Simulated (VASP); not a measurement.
# Pt3I2 (P-3m1) in VASP: a series of runs, part 2 of 2

VASP 6.6.1. Earlier steps stand in the parts before.

## (3) Single point, PBE

This run uses another cell than the first one, of 25.55 Å³/atom, 1.159 times its volume.

Input file INCAR:

```
  PREC = Accurate
  ENCUT = 520
  EDIFF = 1E-7
  ISMEAR = 0
  SIGMA = 0.1
  LREAL = F
  LASPH = T
  NELM = 60
  ALGO = Normal
  ISIF = 2
  LWAVE = F
  LCHARG = F
  GGA = PE
  NBANDS = 30
```

Input file KPOINTS:

```
Automatic mesh
0
Gamma
  6 6 4
```

Input file POSCAR:

```
Pt3I2
1.0
    4.5596687741      0.0000000000      0.0000000000
   -2.2798343870      3.9487889912      0.0000000000
    0.0000000000      0.0000000000      7.0941039556
Pt I
3 2
Direct
    0.0000000000      0.0000000000      0.0000000000
    0.3333333333      0.6666666667      0.6450000000
    0.6666666667      0.3333333333      0.3550000000
    0.3333333333      0.6666666667      0.2450000000
    0.6666666667      0.3333333333      0.7550000000
```

Potentials or basis: VASP PAW PBE potentials, release 64 (Pt, I).

On the command line:

```sh
cat potpaw_PBE.64/Pt/POTCAR potpaw_PBE.64/I/POTCAR > POTCAR
mpirun -np 1 vasp_std > vasp.out
```

It took 42 s on 1 thread of Intel Xeon 6975P-C (Granite Rapids), shared host; peak memory 0.28 GiB.

The run converged. Its results:

| Quantity | Value |
| --- | --- |
| Free energy | -17.1246 eV |
| Pressure | -6.1 GPa |
| Largest force | 0.600 eV/Å |
| Band gap on the k mesh | zero (band 22 reaches 7.26 eV, above the bottom of band 23 at 6.14 eV) |

Forces on the atoms (eV/Å):
```
Pt   0.000  0.000  0.000
Pt   0.000  0.000 -0.350
Pt   0.000  0.000  0.350
I    0.000  0.000 -0.600
I    0.000  0.000  0.600
```

Stress tensor (GPa, compression positive):
```
-5.60  0.00  0.00
 0.00 -5.60  0.00
 0.00  0.00 -7.06
```

Levels at points of the mesh, in eV from the Fermi level:
| k point | band 20 | band 21 | band 22 | band 23 | band 24 | band 25 |
| --- | --- | --- | --- | --- | --- | --- |
| (0.00, 0.00, 0.00) | -0.35 | 0.17 | 0.17 | 0.65 | 0.69 | 0.69 |
| (0.50, 0.00, 0.00) | -0.93 | -0.82 | -0.22 | 0.50 | 0.94 | 1.73 |
| (0.00, 0.00, 0.50) | 0.17 | 0.17 | 0.69 | 0.81 | 0.96 | 0.96 |
| (0.50, 0.00, 0.50) | -0.67 | -0.34 | -0.34 | -0.31 | 0.46 | 2.40 |

Caveat: spin-orbit coupling is left out, which moves the levels of the heavy elements.

## (4) Single point, PBE

Input file INCAR:

```
SYSTEM = Pt3I2
ALGO     = Normal         ! electronic algorithm
EDIFF    = 1E-6           ! SCF threshold, eV
ENCUT    = 520            ! plane-wave cutoff, eV
GGA      = PE             ! functional
ISIF     = 2              ! what is computed and relaxed
ISMEAR   = 0              ! smearing method
LASPH    = .True.         ! aspherical terms in the spheres
LCHARG   = .False.        ! write CHGCAR
LREAL    = .False.        ! projectors in reciprocal space
LWAVE    = .False.        ! write WAVECAR
NBANDS   = 30             ! bands
NELM     = 80             ! most SCF steps
PREC     = Accurate       ! precision mode
SIGMA    = 0.1            ! smearing width, eV
```

Input file KPOINTS:

```
k-points
0
Gamma
  12 12 4
  0 0 0
```

Input file POSCAR:

```
Pt3I2
1.0
    3.7774282687      0.0000000000      0.0000000000
   -1.8887141344      3.2713488416      0.0000000000
    0.0000000000      0.0000000000      8.9135734595
Pt I
3 2
Direct
    0.0000000000      0.0000000000      0.0000000000
    0.3333333333      0.6666666667      0.5884394898
    0.6666666667      0.3333333333      0.4115605102
    0.3333333333      0.6666666667      0.2003815420
    0.6666666667      0.3333333333      0.7996184580
```

On the command line:

```sh
cat potpaw_PBE.64/Pt/POTCAR potpaw_PBE.64/I/POTCAR > POTCAR
mpirun -np 1 vasp_std > vasp.out
```

Run time: 89 s. Hardware: 1 thread of Intel Xeon 6975P-C (Granite Rapids), shared host; peak memory 0.34 GiB.

It converged, with:

- Free energy: -18.9885 eV
- Pressure: -0.2 GPa
- Band gap on the k mesh: zero (band 22 reaches 8.71 eV, above the bottom of band 23 at 8.01 eV)

Forces in eV/Å, atoms in the order of the input:
```
Pt   0.000  0.000  0.000
Pt   0.000  0.000  0.003
Pt   0.000  0.000 -0.003
I    0.000  0.000  0.001
I    0.000  0.000 -0.001
```

Stress tensor (GPa, compression positive):
```
-0.22  0.00  0.00
 0.00 -0.22  0.00
 0.00  0.00 -0.32
```

Levels at points of the mesh, in eV from the Fermi level:
```
           k point  band 20  band 21  band 22  band 23  band 24  band 25
(0.00, 0.00, 0.00)    -0.95    -0.53    -0.53     1.09     1.09     3.38
(0.50, 0.00, 0.00)    -0.83    -0.66    -0.56     0.80     1.02     1.14
(0.00, 0.00, 0.50)    -0.49    -0.04    -0.04     0.70     0.70     1.63
(0.50, 0.00, 0.50)    -1.18    -0.07     0.06     0.07     0.71     0.77
```

Caveat: spin-orbit coupling is left out, which moves the levels of the heavy elements.

## (5) Relaxation of cell and atoms, PBE

Input file INCAR:

```
PREC = Accurate
ENCUT = 600
EDIFF = 1E-6
ISMEAR = 0
SIGMA = 0.1
LREAL = F
LASPH = T
NELM = 80
ALGO = Normal
ISIF = 3
LWAVE = F
LCHARG = F
GGA = PE
IBRION = 2
NSW = 100
EDIFFG = -0.01
```

Input file KPOINTS:

```
Automatic mesh
0
Gamma
  12 12 4
```

Input file POSCAR:

```
Pt3I2
1.0
    3.7732994365      0.0000000000      0.0000000000
   -1.8866497183      3.2677731681      0.0000000000
    0.0000000000      0.0000000000      8.9409713762
Pt I
3 2
Direct
    0.0000000000      0.0000000000      0.0000000000
    0.3333333333      0.6666666667      0.5880448130
    0.6666666667      0.3333333333      0.4119551870
    0.3333333333      0.6666666667      0.2008304036
    0.6666666667      0.3333333333      0.7991695964
```

Potentials or basis: VASP PAW PBE potentials, release 64 (Pt, I).

On the command line:

```sh
cat potpaw_PBE.64/Pt/POTCAR potpaw_PBE.64/I/POTCAR > POTCAR
mpirun -np 1 vasp_std > vasp.out
```

OUTCAR:

```text
PREC = Accurate
   ENCUT = 600
   EDIFF = 1E-6
   ISMEAR = 0
   LREAL = F
   LASPH = T
   NELM = 80
   ISIF = 3
   GGA = PE
   IBRION = 2
   NSW = 100
   EDIFFG = -0.01

 ion  position               nearest neighbor table
   1  0.000  0.000  0.000-   4 2.82   5 2.82   5 2.82   4 2.82   5 2.82   4 2.82
   2  0.333  0.667  0.588-   3 2.69   3 2.69   3 2.69   5 2.88   5 2.88   5 2.88   4 3.46
   3  0.667  0.333  0.412-   2 2.69   2 2.69   2 2.69   4 2.88   4 2.88   4 2.88   5 3.46
   4  0.333  0.667  0.201-   1 2.82   1 2.82   1 2.82   3 2.88   3 2.88   3 2.88   2 3.46
   5  0.667  0.333  0.799-   1 2.82   1 2.82   1 2.82   2 2.88   2 2.88   2 2.88   3 3.46

  LATTYP: Found a hexagonal cell.
 ALAT       =     3.7732994365
 C/A-ratio  =     2.3695366685

  Lattice vectors:

 A1 = (   3.7732994365,   0.0000000000,   0.0000000000)
 A2 = (  -1.8866497183,   3.2677731681,   0.0000000000)
[... 342 lines left out ...]
  ---------------------------------------------------
  ext. energy  EPLUGINS =         0.00000000
  ---------------------------------------------------
  free energy    TOTEN  =       -18.98855683 eV

  energy without entropy =      -18.96938722  energy(sigma->0) =      -18.97897202

 E-fermi :   8.4867     XC(G=0): -11.1753

 val. band max:        8.4837499960   @ k =   0.4167   0.0000   0.0000
 cond. band min:       8.4902536401   @ k =   0.1667   0.1667   0.0000
 fundamental gap:      0.0065036441
 Fermi energy:         8.4867293304

 k-point     1 :       0.0000    0.0000    0.0000
  band No.  band energies     occupation
      1      -6.8157      2.00000
      2      -6.2647      2.00000
      3       0.5602      2.00000
      4       3.1275      2.00000
      5       3.9945      2.00000
      6       3.9945      2.00000
[... 685 lines left out ...]
     25      12.2096      0.00000
     26      12.3694      0.00000

 [... further k-points ...]
[... 5 lines left out ...]
  --------------------------------------------------------------------------------------
  -------------------------------------------------------------------------------------
  Total        0.0187013      0.0187013     -0.0274232     -0.0000000     -0.0000000      0.0000000
  in kB        0.2727332      0.2727332     -0.3999298     -0.0000000     -0.0000000      0.0000000
  external PRESSURE =       0.0485122 kB  Pullay stress =       0.0000000 kB
[... 20 lines left out ...]
  FREE ENERGIE OF THE ION-ELECTRON SYSTEM (eV)
  ---------------------------------------------------
  free  energy   TOTEN  =       -18.9885568295 eV

  energy  without entropy=      -18.9693872162  energy(sigma->0) =      -18.97897202

 reached required accuracy - stopping structural energy minimisation
```

Wall time 4.8 min (1 thread of Intel Xeon 6975P-C (Granite Rapids), shared host); peak memory 0.4 GiB.

Results:

| Item | Value |
| --- | --- |
| Free energy | -18.9886 eV |
| Relaxed volume | 21.97 Å³/atom |
| Relaxed cell | a = 3.774 Å, b = 3.774 Å, c = 8.908 Å, α = 90.00°, β = 90.00°, γ = 120.00° |
| Space group after relaxing (to 0.05 Å) | P-3m1 (No. 164) |
| Energy gained by relaxing | 0.2 meV/atom |
| Ionic steps | 5 |
| Pressure after relaxing | 0.0 GPa |
| Largest force after relaxing | 0.008 eV/Å |
| Band gap on the k mesh | zero (band 22 reaches 8.75 eV, above the bottom of band 23 at 8.05 eV) |

Forces on the atoms (eV/Å):
```
Pt   0.000  0.000  0.000
Pt   0.000  0.000 -0.008
Pt   0.000  0.000  0.008
I    0.000  0.000 -0.002
I    0.000  0.000  0.002
```

The path:
| step | energy change (eV) | largest force (eV/Å) | pressure (GPa) | volume (Å³) |
| --- | --- | --- | --- | --- |
| 1 | 0.0000 | 0.0348 | -0.32 | 110.24 |
| 2 | -0.0003 | 0.0559 | 0.34 | 109.54 |
| 3 | -0.0006 | 0.0484 | 0.07 | 109.82 |
| 4 | -0.0009 | 0.0205 | 0.05 | 109.84 |
| 5 | -0.0010 | 0.0085 | 0.00 | 109.86 |

Final structure:
```xyz
5
Lattice="3.7738 0.0000 0.0000 -1.8869 3.2682 0.0000 0.0000 0.0000 8.9076" Properties=species:S:1:pos:R:3 pbc="T T T"
Pt    0.0000    0.0000    0.0000
Pt    0.0000    2.1788    5.2441
Pt    1.8869    1.0894    3.6635
I     0.0000    2.1788    1.7861
I     1.8869    1.0894    7.1214
```

Caveat: spin-orbit coupling is left out, which moves the levels of the heavy elements.

## (6) Summary

| task | cell | k mesh | cutoff (eV) | gap on the mesh (eV) | pressure (GPa) | largest force (eV/Å) |
| --- | --- | --- | --- | --- | --- | --- |
| single point | a = 3.773, b = 3.773, c = 8.941 Å, angles 90.0, 90.0, 120.0°, 5 atoms | 6 × 6 × 4 | 520 | none | -0.2 | - |
| single point | a = 4.560, b = 4.560, c = 7.094 Å, angles 90.0, 90.0, 120.0°, 5 atoms | 6 × 6 × 4 | 520 | none | -6.1 | 0.60 |
| single point | a = 3.777, b = 3.777, c = 8.914 Å, angles 90.0, 90.0, 120.0°, 5 atoms | 12 × 12 × 4 | 520 | none | -0.2 | - |
| relaxation of cell and atoms | relaxed from a = 3.773, b = 3.773, c = 8.941 Å, angles 90.0, 90.0, 120.0°, 5 atoms | 12 × 12 × 4 | 600 | none | 0.0 | 0.01 |

Alike in all rows: level PBE; potentials or basis VASP PAW PBE potentials, release 64 (Pt, I); no spin polarisation; smearing gaussian 0.1 eV.

Caveats: spin-orbit coupling is left out, which moves the levels of the heavy elements.

Absolute energies hang on the potentials; compare differences alone.
